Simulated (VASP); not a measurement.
# C (R-3m) in VASP: a series of runs

C is run at these levels: LDA; tasks: single point.

Program: VASP 6.6.1. These are calculated values, not measurements. Logs are shortened: lines on timing, memory, paths and dates and some standing lists are left out, and cuts for length are marked.

## (1) The cell of the first run

The structure is trigonal, space group R-3m (No. 166). The conventional cell has a = 2.445 Å, b = 2.445 Å, c = 20.313 Å, α = 90.00°, β = 90.00°, γ = 120.00°. C (site symmetry 3m) has 3 C at 1.41 Å within 1.9 Å. Within 1.9 Å of C (site symmetry 3m) lie 3 C at 1.41 Å.

## (2) Single point, LDA (strain along c alone, the other axes held: -2.0 %, then relaxed in part)

The input, INCAR:

```
ALGO     = Normal         # electronic algorithm
EDIFF    = 1E-6           # SCF threshold, eV
ENCUT    = 520            # plane-wave cutoff, eV
ISIF     = 2              # what is computed and relaxed
ISMEAR   = 0              # smearing method
LASPH    = T              # aspherical terms in the spheres
LCHARG   = F              # write CHGCAR
LREAL    = F              # projectors in reciprocal space
LWAVE    = F              # write WAVECAR
NBANDS   = 36             # bands
NELM     = 100            # most SCF steps
PREC     = Accurate       # precision mode
SIGMA    = 0.01           # smearing width, eV
```

The input, KPOINTS:

```
k-points
0
Gamma
  18 18 2
```

The input, POSCAR:

```
C
1.0
    2.4448076995      0.0000000000      0.0000000000
   -1.2224038498      2.1172655752      0.0000000000
    0.0000000000      0.0000000000     20.3125660811
C
12
Direct
    0.0000000000      0.0000000000      0.9196873279
    0.3333333333      0.6666666667      0.9196612247
    0.0000000000      0.0000000000      0.7470054420
    0.3333333333      0.6666666667      0.7469793388
    0.6666666667      0.3333333333      0.2530206612
    0.0000000000      0.0000000000      0.2529945580
    0.6666666667      0.3333333333      0.0803387753
    0.0000000000      0.0000000000      0.0803126721
    0.3333333333      0.6666666667      0.5863539946
    0.6666666667      0.3333333333      0.5863278913
    0.3333333333      0.6666666667      0.4136721087
    0.6666666667      0.3333333333      0.4136460054
```

Potentials or basis: VASP PAW LDA potentials, release 64 (C).

Started as:

```bash
$ cat potpaw_LDA.64/C/POTCAR > POTCAR
$ mpirun -np 1 vasp_std > vasp.out
```

OUTCAR:

```text
EDIFF = 1E-6
   ENCUT = 520
   ISIF = 2
   ISMEAR = 0
   LASPH = T
   LREAL = F
   NELM = 100
   PREC = Accurate

 ion  position               nearest neighbor table
   1  0.000  0.000  0.920-   2 1.41   2 1.41   2 1.41
   2  0.333  0.667  0.920-   1 1.41   1 1.41   1 1.41
   3  0.000  0.000  0.747-   4 1.41   4 1.41   4 1.41
   4  0.333  0.667  0.747-   3 1.41   3 1.41   3 1.41
   5  0.667  0.333  0.253-   6 1.41   6 1.41   6 1.41
   6  0.000  0.000  0.253-   5 1.41   5 1.41   5 1.41
   7  0.667  0.333  0.080-   8 1.41   8 1.41   8 1.41
   8  0.000  0.000  0.080-   7 1.41   7 1.41   7 1.41
   9  0.333  0.667  0.586-  10 1.41  10 1.41  10 1.41
  10  0.667  0.333  0.586-   9 1.41   9 1.41   9 1.41
  11  0.333  0.667  0.414-  12 1.41  12 1.41  12 1.41
  12  0.667  0.333  0.414-  11 1.41  11 1.41  11 1.41

  LATTYP: Found a hexagonal cell.
 ALAT       =     2.4448076995
 C/A-ratio  =     8.3084514521

  Lattice vectors:

 A1 = (   2.4448076995,   0.0000000000,   0.0000000000)
 A2 = (  -1.2224038498,   2.1172655752,   0.0000000000)
 A3 = (   0.0000000000,   0.0000000000,  20.3125660811)

Analysis of symmetry for initial positions (statically):
=====================================================================
 Subroutine PRICEL returns following result:

  LATTYP: Found a trigonal (rhomboedric) cell.
 ALAT       =     6.9164184275
 COS(alpha) =     0.9375263479

  Lattice vectors:

 A1 = (   1.2224038496,  -0.7057551917,  -6.7708553597)
 A2 = (  -1.2224038495,  -0.7057551919,  -6.7708553617)
 A3 = (  -0.0000000002,   1.4115103835,  -6.7708553597)

   3 primitive cells build up your supercell.

 Routine SETGRP: Setting up the symmetry group for a
 hexagonal supercell.

 Subroutine GETGRP returns: Found 12 space group operations
 (whereof 12 operations were pure point group operations)
 out of a pool of 24 trial point group operations.

The static configuration has the point symmetry D_3d.

Analysis of symmetry for dynamics (positions and initial velocities):
=====================================================================
 Subroutine PRICEL returns following result:

  LATTYP: Found a trigonal (rhomboedric) cell.
 ALAT       =     6.9164184275
 COS(alpha) =     0.9375263479

  Lattice vectors:

[... 123 lines left out ...]
   ISIF   =      2    stress and relaxation
   ISYM   =      2    0-nonsym 1-usesym 2-fastsym
   POTIM  = 0.5000    time-step for ionic-motion
   TEBEG  =    0.0;   TEEND  =   0.0 temperature during run
   PSTRESS=    0.0 pullay stress
   NELECT =      48.0000    total number of electrons
   NUPDOWN=      -1.0000    fix difference up-down
   EMIN   =  10.00;   EMAX   =-10.00  energy-range for DOS
   EFERMI =   0.00;   METHOD = LEGACY
   ISMEAR =     0;   SIGMA  =   0.01  broadening in eV -4-tet -1-fermi 0-gaus
   EFERMI_NEDOS =   21; number of points for ismear=-14 and -15
   IALGO  =     38    algorithm
   IMIX   =      4    mixing-type and parameters
     AMIX     =   0.40;   BMIX     =  1.00
     AMIX_MAG =   1.60;   BMIX_MAG =  1.00
  volume/ion in A,a.u.               =       8.76        59.13
  Fermi-wavevector in a.u.,A,eV,Ry     =   1.260551  2.382095 21.619493  1.588988
  Thomas-Fermi vector in A             =   2.394055
   LORBIT       =      0    0 simple, 1 ext, 2 COOP (PROOUT), +10 PAW based schemes
   GGA     = CA    functional components
   LHFCALC =     F    Hartree Fock is set to
   AEXX    =    0.0000 exact exchange contribution
   IVDW    =     0    specifies the selected vdW correction
   LEPSILON=     F    determine dielectric tensor
   LRPA    =     F    only Hartree local field effects (RPA)
 non-spin polarized calculation
 Gauss-broadening in eV      SIGMA  =   0.01
  energy-cutoff  :      520.00
  volume of cell :      105.14
 maximum number of plane-waves:      2880
   NGX =  9   NGY =  9   NGZ = 75

 number of electron      47.9999987 magnetization

 Free energy of the ion-electron system (eV)
  ---------------------------------------------------
  ext. energy  EPLUGINS =         0.00000000
  ---------------------------------------------------
  free energy    TOTEN  =      -121.28406469 eV

  energy without entropy =     -121.28406469  energy(sigma->0) =     -121.28406469

 E-fermi :   4.6002     XC(G=0): -10.7359

 val. band max:        4.4877714422   @ k =   0.3333   0.3333   0.0000
 cond. band min:       4.7467305866   @ k =   0.3333   0.3333   0.0000
 fundamental gap:      0.2589591444
 Fermi energy:         4.6001641281

 k-point     1 :       0.0000    0.0000    0.0000
  band No.  band energies     occupation
      1     -14.9991      2.00000
      2     -14.9337      2.00000
      3     -14.9337      2.00000
      4     -14.7637      2.00000
      5     -14.7637      2.00000
      6     -14.6908      2.00000
[... 925 lines left out ...]
     35      13.7206      0.00000
     36      13.8366      0.00000

 [... further k-points ...]

------------------------ aborting loop because EDIFF is reached ----------------------------------------

  FORCE on cell =-STRESS in cart. coord.  units (eV):
  Direction    XX          YY          ZZ          XY          YZ          ZX
  --------------------------------------------------------------------------------------
  -------------------------------------------------------------------------------------
  Total        0.7768534      0.7768534      0.2897181     -0.0000000      0.0000000     -0.0000000
  in kB       11.8376323     11.8376323      4.4147013     -0.0000000      0.0000000     -0.0000000
  external PRESSURE =       9.3633220 kB  Pullay stress =       0.0000000 kB

 VOLUME and BASIS-vectors are now :
 -----------------------------------------------------------------------------
  energy-cutoff  :      520.00
  volume of cell :      105.14
      direct lattice vectors                 reciprocal lattice vectors
     2.444807700  0.000000000  0.000000000     0.409030125  0.236153653  0.000000000
    -1.222403850  2.117265575  0.000000000     0.000000000  0.472307306  0.000000000
     0.000000000  0.000000000 20.312566081     0.000000000  0.000000000  0.049230609

 POSITION                                       TOTAL-FORCE (eV/Angst)
 -----------------------------------------------------------------------------------
      0.00000      0.00000     18.68121         0.000000      0.000000      0.000064
     -0.00000      1.41151     18.68068         0.000000      0.000000     -0.003845
      0.00000      0.00000     15.17360         0.000000      0.000000      0.003845
     -0.00000      1.41151     15.17307        -0.000000      0.000000     -0.000064
      1.22240      0.70576      5.13950         0.000000      0.000000      0.000064
      0.00000      0.00000      5.13897         0.000000     -0.000000     -0.003845
      1.22240      0.70576      1.63189         0.000000      0.000000      0.003845
      0.00000      0.00000      1.63136        -0.000000     -0.000000     -0.000064
     -0.00000      1.41151     11.91035         0.000000      0.000000      0.000064
      1.22240      0.70576     11.90982         0.000000     -0.000000     -0.003845
     -0.00000      1.41151      8.40274        -0.000000      0.000000      0.003845
      1.22240      0.70576      8.40221        -0.000000     -0.000000     -0.000064
 -----------------------------------------------------------------------------------
    total drift:                                0.000000     -0.000000      0.000000

  FREE ENERGIE OF THE ION-ELECTRON SYSTEM (eV)
  ---------------------------------------------------
  free  energy   TOTEN  =      -121.2840646881 eV

  energy  without entropy=     -121.2840646881  energy(sigma->0) =     -121.28406469
```

OSZICAR:

```text
N       E                     dE             d eps       ncg     rms          rms(c)
DAV:   1     0.163300186149E+03    0.16330E+03   -0.24286E+04  5336   0.124E+03
DAV:   2    -0.115962448825E+03   -0.27926E+03   -0.26326E+03  7052   0.263E+02
DAV:   3    -0.129810838404E+03   -0.13848E+02   -0.13731E+02  6536   0.561E+01
DAV:   4    -0.130028208420E+03   -0.21737E+00   -0.21702E+00  6832   0.823E+00
DAV:   5    -0.130034336096E+03   -0.61277E-02   -0.61246E-02  6860   0.131E+00    0.164E+01
DAV:   6    -0.123352330311E+03    0.66820E+01   -0.68339E+00  6348   0.105E+01    0.932E+00
DAV:   7    -0.121287632011E+03    0.20647E+01   -0.76109E+00  6392   0.111E+01    0.238E+00
DAV:   8    -0.121285820106E+03    0.18119E-02   -0.32595E-01  6156   0.231E+00    0.294E-01
DAV:   9    -0.121284104883E+03    0.17152E-02   -0.79733E-03  6832   0.415E-01    0.125E-01
DAV:  10    -0.121284074176E+03    0.30707E-04   -0.61903E-04  6732   0.108E-01    0.642E-02
DAV:  11    -0.121284064656E+03    0.95199E-05   -0.42281E-05  6744   0.295E-02    0.941E-03
DAV:  12    -0.121284064688E+03   -0.31815E-07   -0.29059E-06  5516   0.767E-03
   1 F= -.12128406E+03 E0= -.12128406E+03  d E =-.101749E-58
```

Run time: 4.1 min. Hardware: 1 thread of Intel Xeon 8259CL, shared host; peak memory 0.29 GiB.

Results:

* Free energy: -121.2841 eV
* Pressure: 0.9 GPa
* Largest force: 0.004 eV/Å

Forces in eV/Å, atoms in the order of the input:
```
C    0.000  0.000  0.000
C    0.000  0.000 -0.004
C    0.000  0.000  0.004
C    0.000  0.000  0.000
C    0.000  0.000  0.000
C    0.000  0.000 -0.004
C    0.000  0.000  0.004
C    0.000  0.000  0.000
C    0.000  0.000  0.000
C    0.000  0.000 -0.004
C    0.000  0.000  0.004
C    0.000  0.000  0.000
```

Caveat: the cell differs from its parent crystal (strain along c alone, the other axes held: -2.0 %, then relaxed in part).

## (3) Single point, LDA

The input, INCAR:

```
SYSTEM = C
PREC = Accurate
ENCUT = 520
EDIFF = 1E-6
ISMEAR = 0
SIGMA = 0.01
LREAL = .FALSE.
LASPH = .TRUE.
NELM = 60
ALGO = Normal
ISIF = 2
LWAVE = .FALSE.
LCHARG = .TRUE.
GGA = CA
LELF = .TRUE.
LVHAR = .TRUE.
NBANDS = 36
```

The input, KPOINTS:

```
Automatic mesh
0
G
  18 18 2
  0 0 0
```

POSCAR is that of step 2.

Potentials or basis: VASP PAW LDA potentials, release 64 (C).

Started as:

```bash
$ cat potpaw_LDA.64/C/POTCAR > POTCAR
$ mpirun -np 1 vasp_std > vasp.out
```

OUTCAR:

```text
SYSTEM = C
   PREC = Accurate
   ENCUT = 520
   EDIFF = 1E-6
   ISMEAR = 0
   LREAL = .FALSE.
   LASPH = .TRUE.
   NELM = 60
   ISIF = 2
   GGA = CA

 ion  position               nearest neighbor table
   1  0.000  0.000  0.920-   2 1.41   2 1.41   2 1.41
   2  0.333  0.667  0.920-   1 1.41   1 1.41   1 1.41
   3  0.000  0.000  0.747-   4 1.41   4 1.41   4 1.41
   4  0.333  0.667  0.747-   3 1.41   3 1.41   3 1.41
   5  0.667  0.333  0.253-   6 1.41   6 1.41   6 1.41
   6  0.000  0.000  0.253-   5 1.41   5 1.41   5 1.41
[... 1171 lines left out ...]

 VOLUME and BASIS-vectors are now :
 -----------------------------------------------------------------------------
  energy-cutoff  :      520.00
  volume of cell :      105.14
      direct lattice vectors                 reciprocal lattice vectors
     2.444807700  0.000000000  0.000000000     0.409030125  0.236153653  0.000000000
    -1.222403850  2.117265575  0.000000000     0.000000000  0.472307306  0.000000000
     0.000000000  0.000000000 20.312566081     0.000000000  0.000000000  0.049230609

 POSITION                                       TOTAL-FORCE (eV/Angst)
 -----------------------------------------------------------------------------------
      0.00000      0.00000     18.68121         0.000000      0.000000      0.000064
     -0.00000      1.41151     18.68068         0.000000      0.000000     -0.003845
      0.00000      0.00000     15.17360         0.000000      0.000000      0.003845
     -0.00000      1.41151     15.17307        -0.000000      0.000000     -0.000064
      1.22240      0.70576      5.13950         0.000000      0.000000      0.000064
      0.00000      0.00000      5.13897         0.000000     -0.000000     -0.003845
      1.22240      0.70576      1.63189         0.000000      0.000000      0.003845
      0.00000      0.00000      1.63136        -0.000000     -0.000000     -0.000064
     -0.00000      1.41151     11.91035         0.000000      0.000000      0.000064
      1.22240      0.70576     11.90982         0.000000     -0.000000     -0.003845
     -0.00000      1.41151      8.40274        -0.000000      0.000000      0.003845
      1.22240      0.70576      8.40221        -0.000000     -0.000000     -0.000064
 -----------------------------------------------------------------------------------
    total drift:                                0.000000     -0.000000      0.000000

  FREE ENERGIE OF THE ION-ELECTRON SYSTEM (eV)
  ---------------------------------------------------
  free  energy   TOTEN  =      -121.2840646881 eV

  energy  without entropy=     -121.2840646881  energy(sigma->0) =     -121.28406469
```

Wall time 4 min (1 thread of Intel Xeon 8259CL, shared host); peak memory 0.3 GiB.

What came out:

```
Free energy   : -121.2841 eV
Pressure      : 0.9 GPa
Largest force : 0.004 eV/Å
```

Forces in eV/Å, atoms in the order of the input:
```
C    0.000  0.000  0.000
C    0.000  0.000 -0.004
C    0.000  0.000  0.004
C    0.000  0.000  0.000
C    0.000  0.000  0.000
C    0.000  0.000 -0.004
C    0.000  0.000  0.004
C    0.000  0.000  0.000
C    0.000  0.000  0.000
C    0.000  0.000 -0.004
C    0.000  0.000  0.004
C    0.000  0.000  0.000
```

(Continued in part 2 of 2.)
